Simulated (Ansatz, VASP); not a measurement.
**GaN: VASP beside Ansatz**

```xyz
2
Lattice="0.0000 2.2744 2.2744 2.2744 0.0000 2.2744 2.2744 2.2744 0.0000" Properties=species:S:1:pos:R:3 pbc="T T T"
Ga    0.0000    0.0000    0.0000
N     1.1372    1.1372    1.1372
```

Alike in both runs: functional PBE; k mesh 10 × 10 × 10; occupations gaussian, width 0.02 eV; no spin polarisation.

Ansatz relaxed the structure, and its values are those at the end. VASP's run is a single point on that final structure, the one shown.

|  | VASP | Ansatz |
| --- | --- | --- |
| version | VASP 6.6.1 | Ansatz 0.2.0 |
| potentials or method | VASP PAW PBE potentials, release 64 (Ga_d, N), cutoff 600 eV | scalar-relativistic, plane waves, PAW |
| valence electrons in the cell | 18 | 18 |

VASP gave:

```
gap on the k mesh at the Fermi level (eV) : 1.55
least direct gap on the mesh (eV)         : 1.55
pressure (GPa)                            : -0.1
```

Task: Which values does Ansatz return?

Result: gap on the k mesh at the Fermi level (eV): 1.54; least direct gap on the mesh (eV): 1.54; pressure (GPa): 0.0.
